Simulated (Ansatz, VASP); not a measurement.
**NaI: VASP beside Ansatz**

File INCAR:

```
ALGO = Normal
EDIFF = 1E-6
ENCUT = 520
GGA = PE
ISIF = 2
ISMEAR = 0
LASPH = T
LCHARG = F
LREAL = F
LWAVE = F
NBANDS = 14
NELM = 60
PREC = Accurate
SIGMA = 0.01
```

Contents of KPOINTS:

```
k-points
0
Gamma
  6 6 6
```

File POSCAR:

```
NaI
1.0
    0.0000000000      3.2946484911      3.2946484911
    3.2946484911      0.0000000000      3.2946484911
    3.2946484911      3.2946484911      0.0000000000
Na I
1 1
Direct
    0.0000000000      0.0000000000      0.0000000000
    0.5000000000      0.5000000000      0.5000000000
```

Input for Ansatz:

```yaml
crystal:
  lattice:
    - [0.0, 3.2946484911, 3.2946484911]
    - [3.2946484911, 0.0, 3.2946484911]
    - [3.2946484911, 3.2946484911, 0.0]
  atoms:
    - { symbol: Na, position: [0.0, 0.0, 0.0] }
    - { symbol: I, position: [0.5, 0.5, 0.5] }
kpoints:
  mp_grid: { grid: [6, 6, 6] }
hamiltonian:
  xc: pbe
scf:
  occupations: { method: fixed }
  n_extra_bands: 4
output:
  forces: true
  stress: true
  eigenvalues: true
```

Alike in both runs: task single point; functional PBE; k mesh 6 × 6 × 6; no spin polarisation.

```csv
,VASP,Ansatz
version,VASP 6.6.1,Ansatz 0.2.0
potentials or method,"VASP PAW PBE potentials, release 64 (Na_pv, I)","plane waves, PAW"
plane-wave cutoff (eV),520,420
occupations,"gaussian, width 0.01 eV",fixed
valence electrons in the cell,14,26
```

Ansatz gave:

| Property | Result |
| --- | --- |
| gap on the k mesh at the Fermi level (eV) | 3.51 |
| pressure (GPa) | -0.4 |

Question: Estimate VASP's values.

Answer: gap on the k mesh at the Fermi level (eV): 3.50; pressure (GPa): -0.4.

VASP's potentials hold 14 valence electrons a cell and Ansatz's 26, so a difference there can come from the potentials and not from the codes.

Spin-orbit coupling is off throughout.
